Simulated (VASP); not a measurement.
Runs of VASP 6.6.1 on Pt. The structure is that of space group I4/mmm (No. 139), or close to it. The cells are those of the table. 

```tsv
cell	gap on the mesh (eV)	pressure (GPa)
a = 2.911, b = 2.911, c = 3.046 Å, angles 58.5, 58.5, 63.1°, 1 atom	none	-32.1
a = 2.634, b = 2.634, c = 2.492 Å, angles 61.8, 61.8, 56.5°, 1 atom	none	109.9
a = 2.893, b = 2.893, c = 3.011 Å, angles 58.6, 58.6, 62.7°, 1 atom	none	(b)
a = 2.875, b = 2.875, c = 2.977 Å, angles 58.8, 58.8, 62.4°, 1 atom	none	-27.7
a = 2.839, b = 2.839, c = 2.907 Å, angles 59.2, 59.2, 61.6°, 1 atom	none	(a)
```

Alike in all rows: task single point; level PBEsol; potentials or basis VASP PAW PBE potentials, release 64 (Pt); no spin polarisation; k mesh 20 × 20 × 20; cutoff (eV) 520; smearing gaussian 0.15 eV.

**Question.** Fill in the values left out.

**Answer.** (a) -21.3; (b) -30.1.

Caveats: the PAW data sets were made with another functional, which shifts forces and pressure a little; spin-orbit coupling is left out, which moves the levels of the heavy elements.

A k mesh can miss the band edges, and the runs leave out spin-orbit coupling on Pt.

A gap of «none» marks levels without a gap at the run's occupations.
